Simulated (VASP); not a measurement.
Write the native input for VASP 6.6.1 that does the following.

| Item | Value |
| --- | --- |
| Task | single point |
| Functional | PBE |
| Potentials or basis | VASP PAW PBE potentials, release 64 (In_d, Sb) |
| Cutoff | 520 eV |
| k mesh | 12 × 12 × 12 |
| Occupations | gaussian, width 0.1 eV |
| Spin | no spin polarisation |
| Dipole correction | no |
| Further INCAR settings | ALGO = Normal; EDIFF = 1e-06; NBANDS = 16 |

The structure of InSb lies in POSCAR:

```
InSb
1.0
    0.0000000000      3.3502729156      3.3502729156
    3.3502729156      0.0000000000      3.3502729156
    3.3502729156      3.3502729156      0.0000000000
In Sb
1 1
Direct
    0.0000000000      0.0000000000      0.0000000000
    0.2500000000      0.2500000000      0.2500000000
```

The input as run:

INCAR

```
  PREC = Accurate
  ENCUT = 520
  EDIFF = 1E-6
  ISMEAR = 0
  SIGMA = 0.1
  LREAL = False
  LASPH = True
  NELM = 100
  ALGO = Normal
  ISIF = 2
  LWAVE = False
  LCHARG = True
  GGA = PE
  LELF = True
  LVHAR = True
  NBANDS = 16
```

KPOINTS

```
regular mesh
0
Gamma
  12 12 12
```

Potentials or basis: VASP PAW PBE potentials, release 64 (In_d, Sb).

The run is started by

```bash
$ cat potpaw_PBE.64/In_d/POTCAR potpaw_PBE.64/Sb/POTCAR > POTCAR
$ mpirun -np 1 vasp_std > vasp.out
```

Results of the run:

```json
{
 "Pressure": "-1.0 GPa",
 "Band gap on the k mesh": "zero (filled and empty bands touch)"
}
```

Caveat: semilocal functionals underestimate gaps, so a narrow gap can read as zero; spin-orbit coupling is left out, which moves the levels of the heavy elements.

Wall time 72 s on 1 thread of Intel(R) Xeon(R) Platinum 8375C CPU @ 2.90GHz (Ice Lake), with other jobs on the host, peak memory 0.26 GiB.
